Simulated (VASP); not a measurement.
MgF2: single point with PBE

MgF2:

```xyz
6
Lattice="4.6976 0.0000 0.0000 0.0000 4.6976 0.0000 0.0000 0.0000 3.0931" Properties=species:S:1:pos:R:3 pbc="T T T"
Mg    0.0000    0.0000    0.0000
Mg    2.3488    2.3488    1.5465
F     1.4260    1.4260    0.0000
F     0.9228    3.7748    1.5465
F     3.2716    3.2716    0.0000
F     3.7748    0.9228    1.5465
```

```yaml
Program: VASP 6.6.1
Task: single point
Functional: PBE
Potentials_or_basis: VASP PAW PBE potentials, release 64 (Mg, F)
Cutoff: 600 eV
k_mesh: 6 × 6 × 8
Occupations: gaussian, width 0.02 eV
Spin: no spin polarisation
Dipole_correction: no
Further_INCAR_settings: ALGO = Normal; EDIFF = 1e-06; NBANDS = 25
```

```yaml
Pressure: -1.0 GPa
Band_gap_on_the_k_mesh: 6.80 eV, direct
```

Forces on the atoms (eV/Å):
```
Mg   0.000  0.000  0.000
Mg   0.000  0.000  0.000
F    0.002  0.002  0.000
F   -0.002  0.002  0.000
F   -0.002 -0.002  0.000
F    0.002 -0.002  0.000
```

Stress tensor (GPa, compression positive):
```
-0.95  0.00  0.00
 0.00 -0.95  0.00
 0.00  0.00 -1.07
```

Levels at points of the mesh, in eV from the valence-band top:
```tsv
k point	band 14	band 15	band 16	band 17	band 18	band 19
(0.00, 0.00, 0.00)	-0.31	-0.31	0.00	6.80	11.96	11.96
(0.50, 0.00, 0.00)	-0.95	-0.36	-0.36	9.15	9.15	13.18
(0.50, 0.50, 0.00)	-0.91	-0.72	-0.72	10.74	10.74	10.99
(0.00, 0.00, 0.50)	-1.06	-0.80	-0.80	11.47	11.47	14.66
(0.50, 0.00, 0.50)	-0.70	-0.62	-0.62	12.41	12.41	13.01
(0.50, 0.50, 0.50)	-0.57	-0.47	-0.47	12.81	12.81	13.08
```

Wall time 56 s on 1 thread of Intel(R) Xeon(R) Platinum 8488C (Sapphire Rapids) (shared host), peak memory 0.25 GiB.

A k mesh can miss the band edges.
